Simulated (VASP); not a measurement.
Input of a VASP 6.6.1 run:

The input INCAR:

```
SYSTEM = Hf3Si4O16
PREC = Accurate ; ENCUT = 520
EDIFF = 1E-6 ; ISMEAR = -1
SIGMA = 0.01 ; LREAL = .False.
LASPH = .True. ; NELM = 200
ALGO = Normal ; ISIF = 2
LWAVE = .False. ; LCHARG = .False.
ISPIN = 2 ; MAGMOM = 0 -0.01 0 0 0 0 0 0.06 0.04 0.24 0 0 0 0.07 0.04 0.24 0 0.04 0.07 0.04 0.06 0 0
LORBIT = 11 ; NUPDOWN = 1.0
LMAXMIX = 4 ; GGA = PE
NBANDS = 92 ; NELECT = 145.0
GGA_COMPAT = .False.
```

KPOINTS

```
regular mesh
0
Gamma
  1 1 1
  0 0 0
```

Contents of POSCAR:

```
Hf3Si4O16
1.0
    6.6465279200      0.0000000000      0.0000000000
    0.0000000000      6.6465279200      0.0000000000
    0.0000000000      0.0000000000      6.0147349600
Hf Si O
3 4 16
Direct
    0.0068261204      0.0031413394      0.0100105824
   -0.1272366580      0.5241494570      0.3613948103
    0.5084396004     -0.0040977786      0.7275675535
   -0.0093731646      0.5011670815      0.7878525041
    0.5142293903     -0.0113439680      0.2529539556
    0.0001731731      0.0123140986      0.4966802394
    0.4978188672      0.4940865426     -0.0334722978
   -0.0315385721      0.8227465627      0.3246164649
    0.4605044975      0.2790849632      0.8486862736
    0.1217226512      0.5144239280      0.5610172389
    0.6837843841     -0.0015815776      0.0550832251
    0.2964826183     -0.0099414312      0.1299360662
    0.7656319301      0.4968040516      0.6616369676
   -0.0296300568      0.2005022797      0.3251943790
    0.4656437221      0.7097116053      0.8475118245
    0.3333946726      0.4961945605      0.1687071844
    0.8306407596      0.0030689708      0.6892433378
    0.0199872778      0.7070694740      0.9233098444
    0.5397854403      0.1707019084      0.4287994429
    0.0332847470      0.2890441480      0.9048159289
    0.5581417914      0.7997082182      0.4184049699
    0.2074292046     -0.0039682373      0.6304605315
    0.7162172577      0.4878565228      0.0899326410
```

Potentials or basis: VASP PAW PBE potentials, release 64 (Hf_pv, Si, O).

Command:

```console
$ cat potpaw_PBE.64/Hf_pv/POTCAR potpaw_PBE.64/Si/POTCAR potpaw_PBE.64/O/POTCAR > POTCAR
$ mpirun -np 1 vasp_gam > vasp.out
```

Q: Estimate the largest force.

A: 0.414 eV/Å.

Forces on the atoms (eV/Å):
```
Hf   0.013 -0.008  0.004
Hf   0.352 -0.107 -0.022
Hf  -0.005  0.015 -0.068
Si   0.088  0.012 -0.031
Si  -0.020 -0.041 -0.050
Si   0.030  0.037 -0.002
Si  -0.098  0.010 -0.007
O    0.006 -0.082 -0.076
O    0.039 -0.178 -0.134
O    0.118  0.023 -0.092
O    0.104  0.003 -0.119
O   -0.166  0.021 -0.084
O    0.129  0.055 -0.184
O   -0.026  0.134 -0.052
O    0.011  0.174 -0.082
O   -0.411 -0.039 -0.032
O   -0.108  0.006  0.129
O   -0.073  0.165  0.161
O   -0.011 -0.020  0.132
O   -0.067 -0.162  0.160
O    0.024 -0.064  0.077
O    0.159  0.014  0.123
O   -0.089  0.032  0.249
```

Caveat: the k points lie up to 1.04 Å⁻¹ apart, too coarse for converged energies, forces and pressures; the cell carries a net charge on a neutralising background, which shifts energy and pressure; the total moment is fixed, so each spin has its own Fermi level and the state may be an excited one.
